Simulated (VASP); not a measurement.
V2Bi4O11, 17 atoms in the cell. The typed cell holds 17 atoms: a = 5.967 Å, b = 6.033 Å, c = 8.130 Å, α = 68.24°, β = 86.51°, γ = 80.35°. 

```yaml
Program: VASP 6.6.1
Task: electric field gradients
Functional: r2SCAN
Potentials_or_basis: VASP PAW PBE potentials, release 64 (V_sv, Bi_d, O)
Cutoff: 520 eV
k_mesh: 4 × 4 × 3
Occupations: fermi-dirac, width 0.02 eV
Spin: no spin polarisation
Dipole_correction: no
Further_INCAR_settings: LREAL = Auto; ALGO = Normal; EDIFF = 1e-08; NBANDS = 90
```

Potentials or basis: VASP PAW PBE potentials, release 64 (V_sv, Bi_d, O).

The run is started by

```console
$ cat potpaw_PBE.64/V_sv/POTCAR potpaw_PBE.64/Bi_d/POTCAR potpaw_PBE.64/O/POTCAR > POTCAR
$ cp INCAR.step1 INCAR
$ mpirun -np 4 vasp_std > vasp.out
$ cp INCAR.step2 INCAR
$ mpirun -np 4 vasp_std > vasp.out
```

Hardware: 4 MPI ranks on Intel(R) Xeon(R) 6975P-C (Granite Rapids), with other jobs on the host.

How long does it take, and how much memory?

It took 9.5 min on 4 MPI ranks on Intel(R) Xeon(R) 6975P-C (Granite Rapids) (shared host), peak memory 0.64 GiB a rank. Counts: k points 26.
